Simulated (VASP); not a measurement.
# NaHgF3: electric field gradients with PBE

NaHgF3:

```
Na Hg F
1.0
     4.56111    0.00000    0.00000
     0.00000    4.56111    0.00000
     0.00000    0.00000    4.56111
Na Hg F
1 1 3
Direct
  0.00000 0.00000 0.00000
  0.50000 0.50000 0.50000
  0.00000 0.50000 0.50000
  0.50000 0.00000 0.50000
  0.50000 0.50000 0.00000
```

| Item | Value |
| --- | --- |
| Program | VASP 6.6.1 |
| Task | electric field gradients |
| Functional | PBE |
| Potentials or basis | VASP PAW PBE potentials, release 64 (Na_pv, Hg, F) |
| Cutoff | 520 eV |
| k mesh | 8 × 8 × 8 |
| Occupations | gaussian, width 0.01 eV |
| Spin | no spin polarisation |
| Dipole correction | no |
| Further INCAR settings | ALGO = Normal; EDIFF = 1e-08; NBANDS = 28 |

```
Pressure               : 0.3 GPa
Band gap on the k mesh : 0.37 eV, indirect (least direct gap 2.79 eV)
```

Levels at points of the mesh, in eV from the valence-band top:
| k point | band 16 | band 17 | band 18 | band 19 | band 20 | band 21 | band 22 | band 23 | band 24 | band 25 |
| --- | --- | --- | --- | --- | --- | --- | --- | --- | --- | --- |
| (0.00, 0.00, 0.00) | -2.45 | -2.45 | -2.42 | -2.42 | -2.42 | 0.37 | 5.00 | 9.59 | 9.59 | 9.59 |
| (0.50, 0.00, 0.00) | -2.44 | -2.44 | -2.07 | -2.05 | -2.05 | 2.99 | 4.65 | 7.82 | 10.49 | 10.49 |
| (0.50, 0.50, 0.00) | -2.14 | -2.10 | -2.04 | -2.04 | 0.00 | 4.46 | 6.02 | 6.47 | 6.47 | 10.45 |
| (0.50, 0.50, 0.50) | -2.09 | -2.09 | -2.09 | 0.00 | 0.00 | 5.64 | 6.17 | 7.62 | 7.62 | 7.62 |

Electric field gradients, principal values (V/Å²):
| atom | least | middle | greatest (by size) |
| --- | --- | --- | --- |
| 1 Na | 0.000 | 0.000 | 0.000 |
| 2 Hg | 0.000 | 0.000 | 0.000 |
| 3 F | -59.718 | -59.718 | 119.435 |
| 4 F | -59.718 | -59.718 | 119.435 |
| 5 F | -59.718 | -59.718 | 119.435 |

Run time: 36 s on 1 thread of Intel(R) Xeon(R) 6975P-C (Granite Rapids), with other jobs on the host, peak memory 0.25 GiB.

Caveat: without QUAD_EFG the Cq values of the log hold for a quadrupole moment of 1 mb, not for the nuclei; spin-orbit coupling is left out, which moves the levels of the heavy elements. A k mesh can miss the band edges.
